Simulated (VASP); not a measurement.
# Pb: single point with HSE06

Pb:

```
CELL_PARAMETERS angstrom
-1.97966 1.97966 1.97966
1.97966 -1.97966 1.97966
1.97966 1.97966 -1.97966
ATOMIC_POSITIONS crystal
Pb 0.00000 0.00000 0.00000
```

This isn't the form of Pb at room conditions, which is fcc.

```yaml
Program: VASP 6.6.1
Task: single point
Functional: HSE06
Potentials_or_basis: VASP PAW PBE potentials, release 64 (Pb_d)
Cutoff: 520 eV
k_mesh: 4 × 4 × 4
Occupations: fermi-dirac, width 0.05 eV
Spin: non-collinear spin, zero start, spin-orbit coupling
Starting_moments: "[[0.0, 0.0, 0.0]] μB"
Dipole_correction: no
Grid_for_exact_exchange_PRECFOCK: Normal
Further_INCAR_settings: ALGO = Normal; EDIFF = 1e-06; NBANDS = 25
Share_of_exact_exchange: 0.25
Screening_parameter: 0.2079 1/Å
```

```json
{"Pressure": "-1.6 GPa", "Net moment": "0.00 μB per cell", "Valence electrons inside the program's atomic spheres": "Pb 11.95"}
```

Moments on the atoms (μB; x, y, z):
```
Pb  0.00 0.00 0.00
```

Wall time 12 min on 1 thread of Intel(R) Xeon(R) Platinum 8488C (Sapphire Rapids) (shared host), peak memory 0.34 GiB.

Caveat: the k points lie up to 0.56 Å⁻¹ apart; the PAW data sets were made with another functional, which shifts forces and pressure a little.
